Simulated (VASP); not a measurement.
**C: single point with PBE**

Crystal: C.

```
CELL_PARAMETERS angstrom
0.00000 1.74961 1.74961
1.74961 0.00000 1.74961
1.74961 1.74961 0.00000
ATOMIC_POSITIONS crystal
C 0.00000 0.00000 0.00000
C 0.25000 0.25000 0.25000
```

```
Program             : VASP 6.6.1
Task                : single point
Functional          : PBE
Potentials or basis : VASP PAW PBE potentials, release 64 (C)
Cutoff              : 520 eV
k mesh              : 18 × 18 × 18
Occupations         : fermi-dirac, width 0.0612256 eV
Spin                : no spin polarisation
```

| Quantity | Value |
| --- | --- |
| Pressure | 30.7 GPa |
| Band gap on the k mesh | 4.27 eV, indirect (least direct gap 5.75 eV) |

Levels at points of the mesh, in eV from the valence-band top:
```csv
k point,band 1,band 2,band 3,band 4,band 5,band 6,band 7,band 8
"(0.00, 0.00, 0.00)",-22.26,0.00,0.00,0.00,5.75,5.75,5.75,14.67
"(0.50, 0.00, 0.00)",-16.15,-14.02,-2.95,-2.95,8.70,8.70,9.64,16.22
"(0.50, 0.50, 0.00)",-13.18,-13.18,-6.65,-6.65,4.88,4.88,17.70,17.70
```

It took 29 s on 1 thread of Intel Xeon 8259CL (shared host), peak memory 0.12 GiB.

A k mesh can miss the band edges. Expect the measured gap to be larger: semilocal functionals such as PBE lack the derivative discontinuity.
